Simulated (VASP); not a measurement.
# Ga (P6/mmm) in VASP: further runs, part 2 of 2

VASP 6.6.1. Earlier steps stand in the parts before.

## 6. Single point, RPBE (volume scaled by 1.04)

The input, INCAR:

```
SYSTEM = Ga
PREC = Accurate
ENCUT = 520
EDIFF = 1E-7
ISMEAR = -1
SIGMA = 0.1
LREAL = .False.
LASPH = .True.
NELM = 80
ALGO = Normal
ISIF = 2
LWAVE = .False.
LCHARG = .True.
GGA = RP
LELF = .True.
LVHAR = .True.
NBANDS = 26
```

The input, KPOINTS:

```
Automatic mesh
0
Gamma
  9 9 12
  0 0 0
```

The input, POSCAR:

```
Ga
1.0
    4.8278546283      0.0000000000      0.0000000000
   -2.4139273142      4.1810447539      0.0000000000
    0.0000000000      0.0000000000      3.0998576897
Ga
3
Direct
    0.0000000000      0.0000000000      0.0000000000
    0.3333333333      0.6666666667      0.5000000000
    0.6666666667      0.3333333333      0.5000000000
```

Potentials or basis: VASP PAW PBE potentials, release 64 (Ga_d).

Run with:

```sh
$ cat potpaw_PBE.64/Ga_d/POTCAR > POTCAR
$ mpirun -np 1 vasp_std > vasp.out
```

OUTCAR:

```text
SYSTEM = Ga
   PREC = Accurate
   ENCUT = 520
   EDIFF = 1E-7
   ISMEAR = -1
   LREAL = .False.
   LASPH = .True.
   NELM = 80
   ISIF = 2
   GGA = RP

 ion  position               nearest neighbor table
   1  0.000  0.000  0.000-
   2  0.333  0.667  0.500-   3 2.79   3 2.79   3 2.79
   3  0.667  0.333  0.500-   2 2.79   2 2.79   2 2.79

  LATTYP: Found a hexagonal cell.
 ALAT       =     4.8278546283
 C/A-ratio  =     0.6420776780

  Lattice vectors:

 A1 = (   4.8278546283,   0.0000000000,   0.0000000000)
 A2 = (  -2.4139273142,   4.1810447539,   0.0000000000)
 A3 = (   0.0000000000,   0.0000000000,   3.0998576897)

Analysis of symmetry for initial positions (statically):
=====================================================================
 Subroutine PRICEL returns:
 Original cell was already a primitive cell.

 Routine SETGRP: Setting up the symmetry group for a
 hexagonal supercell.

 Subroutine GETGRP returns: Found 24 space group operations
 (whereof 24 operations were pure point group operations)
 out of a pool of 24 trial point group operations.

The static configuration has the point symmetry D_6h.

Analysis of symmetry for dynamics (positions and initial velocities):
=====================================================================
 Subroutine PRICEL returns:
 Original cell was already a primitive cell.

 Routine SETGRP: Setting up the symmetry group for a
 hexagonal supercell.

 Subroutine GETGRP returns: Found 24 space group operations
 (whereof 24 operations were pure point group operations)
 out of a pool of 24 trial point group operations.

The dynamic configuration has the point symmetry D_6h.

 Subroutine INISYM returns: Found 24 space group operations
 (whereof 24 operations are pure point group operations),
 and found     1 'primitive' translations

[... 103 lines left out ...]
   ISYM   =      2    0-nonsym 1-usesym 2-fastsym
   POTIM  = 0.5000    time-step for ionic-motion
   TEBEG  =    0.0;   TEEND  =   0.0 temperature during run
   PSTRESS=    0.0 pullay stress
   NELECT =      39.0000    total number of electrons
   NUPDOWN=      -1.0000    fix difference up-down
   EMIN   =  10.00;   EMAX   =-10.00  energy-range for DOS
   EFERMI =   0.00;   METHOD = LEGACY
   ISMEAR =    -1;   SIGMA  =   0.10  broadening in eV -4-tet -1-fermi 0-gaus
   EFERMI_NEDOS =   21; number of points for ismear=-14 and -15
   IALGO  =     38    algorithm
   IMIX   =      4    mixing-type and parameters
     AMIX     =   0.40;   BMIX     =  1.00
     AMIX_MAG =   1.60;   BMIX_MAG =  1.00
  volume/ion in A,a.u.               =      20.86       140.75
  Fermi-wavevector in a.u.,A,eV,Ry     =   1.398415  2.642621 26.607075  1.955565
  Thomas-Fermi vector in A             =   2.521575
   LORBIT       =      0    0 simple, 1 ext, 2 COOP (PROOUT), +10 PAW based schemes
   GGA     = RP    functional components
   LHFCALC =     F    Hartree Fock is set to
   AEXX    =    0.0000 exact exchange contribution
   IVDW    =     0    specifies the selected vdW correction
   LEPSILON=     F    determine dielectric tensor
   LRPA    =     F    only Hartree local field effects (RPA)
 non-spin polarized calculation
  energy-cutoff  :      520.00
  volume of cell :       62.57
 maximum number of plane-waves:      1710
 NGX is ok and might be reduce to    36
   NGX = 17   NGY = 17   NGZ = 11

 number of electron      38.9999947 magnetization

 Free energy of the ion-electron system (eV)
  ---------------------------------------------------
  ext. energy  EPLUGINS =         0.00000000
  ---------------------------------------------------
  free energy    TOTEN  =        -7.53780654 eV

  energy without entropy =       -7.48465050  energy(sigma->0) =       -7.51122852

 E-fermi :   4.7789     XC(G=0): -10.3915

 val. band max:        4.7612788791   @ k =   0.1111   0.1111   0.2500
 cond. band min:       4.7907359474   @ k =   0.4444  -0.0000   0.5000
 fundamental gap:      0.0294570683
 Fermi energy:         4.7788730804

 k-point     1 :       0.0000    0.0000    0.0000
  band No.  band energies     occupation
      1     -10.2140      2.00000
      2     -10.0791      2.00000
      3     -10.0791      2.00000
      4     -10.0582      2.00000
      5     -10.0541      2.00000
      6     -10.0336      2.00000
[... 685 lines left out ...]
     25      13.2783      0.00000
     26      13.2784      0.00000

 [... further k-points ...]
[... 5 lines left out ...]
  --------------------------------------------------------------------------------------
  -------------------------------------------------------------------------------------
  Total       -0.4017122     -0.4017122     -0.5708483      0.0000000      0.0000000      0.0000000
  in kB      -10.2859595    -10.2859595    -14.6167408      0.0000000      0.0000000      0.0000000
  external PRESSURE =     -11.7295533 kB  Pullay stress =       0.0000000 kB

 VOLUME and BASIS-vectors are now :
 -----------------------------------------------------------------------------
  energy-cutoff  :      520.00
  volume of cell :       62.57
      direct lattice vectors                 reciprocal lattice vectors
     4.827854628  0.000000000  0.000000000     0.207131340  0.119587335  0.000000000
    -2.413927314  4.181044754  0.000000000     0.000000000  0.239174670  0.000000000
     0.000000000  0.000000000  3.099857690     0.000000000  0.000000000  0.322595454

 POSITION                                       TOTAL-FORCE (eV/Angst)
 -----------------------------------------------------------------------------------
      0.00000      0.00000      0.00000         0.000000      0.000000      0.000000
     -0.00000      2.78736      1.54993        -0.000000     -0.000000     -0.000000
      2.41393      1.39368      1.54993        -0.000000     -0.000000      0.000000
 -----------------------------------------------------------------------------------
    total drift:                                0.000000      0.000000     -0.000000

  FREE ENERGIE OF THE ION-ELECTRON SYSTEM (eV)
  ---------------------------------------------------
  free  energy   TOTEN  =        -7.5378065434 eV

  energy  without entropy=       -7.4846505025  energy(sigma->0) =       -7.51122852
```

OSZICAR:

```text
N       E                     dE             d eps       ncg     rms          rms(c)
DAV:   1     0.218521535673E+03    0.21852E+03   -0.19848E+04  4640   0.272E+03
DAV:   2     0.141845564758E+02   -0.20434E+03   -0.20088E+03  4714   0.441E+02
DAV:   3    -0.708137084656E+01   -0.21266E+02   -0.21081E+02  4848   0.122E+02
DAV:   4    -0.758472322810E+01   -0.50335E+00   -0.50227E+00  5324   0.208E+01
DAV:   5    -0.759319739869E+01   -0.84742E-02   -0.84725E-02  5290   0.280E+00    0.131E+00
DAV:   6    -0.754964357386E+01    0.43554E-01   -0.85716E-02  5792   0.432E+00    0.724E-01
DAV:   7    -0.753879374245E+01    0.10850E-01   -0.35417E-02  6350   0.225E+00    0.182E-01
DAV:   8    -0.753768942635E+01    0.11043E-02   -0.35892E-03  4820   0.154E+00    0.286E-02
DAV:   9    -0.753778894077E+01   -0.99514E-04   -0.12099E-03  4982   0.786E-01    0.215E-02
DAV:  10    -0.753780376766E+01   -0.14827E-04   -0.23897E-04  5396   0.403E-01    0.664E-03
DAV:  11    -0.753780477115E+01   -0.10035E-05   -0.45795E-05  5756   0.166E-01    0.207E-03
DAV:  12    -0.753780716061E+01   -0.23895E-05   -0.17176E-05  5728   0.445E-02    0.283E-03
DAV:  13    -0.753780654145E+01    0.61916E-06   -0.59731E-06  5488   0.335E-02    0.912E-04
DAV:  14    -0.753780654338E+01   -0.19245E-08   -0.21719E-07  3194   0.689E-03
   1 F= -.75378065E+01 E0= -.75112285E+01  d E =-.531560E-01
```

Run time: 53 s. Hardware: 1 thread of Intel Xeon 6975P-C, shared host; peak memory 0.24 GiB.

What came out:

```yaml
Free_energy: -7.5378 eV
Pressure: -1.2 GPa
```

Levels at points of the mesh, in eV from the Fermi level:
```
           k point  band 17  band 18  band 19  band 20  band 21  band 22
(0.00, 0.00, 0.00)    -2.73    -2.44    -0.97    -0.97    -0.76    -0.76
(0.00, 0.00, 0.50)    -5.71     0.71     1.28     1.28     1.42     1.57
```

Caveat: the PAW data sets were made with another functional, which shifts forces and pressure a little.

## 7. Summary

```tsv
cell	gap on the mesh (eV)	pressure (GPa)
a = 4.566, b = 4.566, c = 2.932 Å, angles 90.0, 90.0, 120.0°, 3 atoms	none	7.7
a = 4.635, b = 4.635, c = 2.976 Å, angles 90.0, 90.0, 120.0°, 3 atoms	none	4.6
a = 4.701, b = 4.701, c = 3.018 Å, angles 90.0, 90.0, 120.0°, 3 atoms	none	2.2
a = 4.765, b = 4.765, c = 3.060 Å, angles 90.0, 90.0, 120.0°, 3 atoms	none	0.3
a = 4.828, b = 4.828, c = 3.100 Å, angles 90.0, 90.0, 120.0°, 3 atoms	none	-1.2
```

Alike in all rows: task single point; level RPBE; potentials or basis VASP PAW PBE potentials, release 64 (Ga_d); no spin polarisation; k mesh 9 × 9 × 12; cutoff (eV) 520; smearing fermi-dirac 0.1 eV.

Caveats: the PAW data sets were made with another functional, which shifts forces and pressure a little.

Total energies depend on the potentials used, so only differences within one code and one set of settings carry meaning.
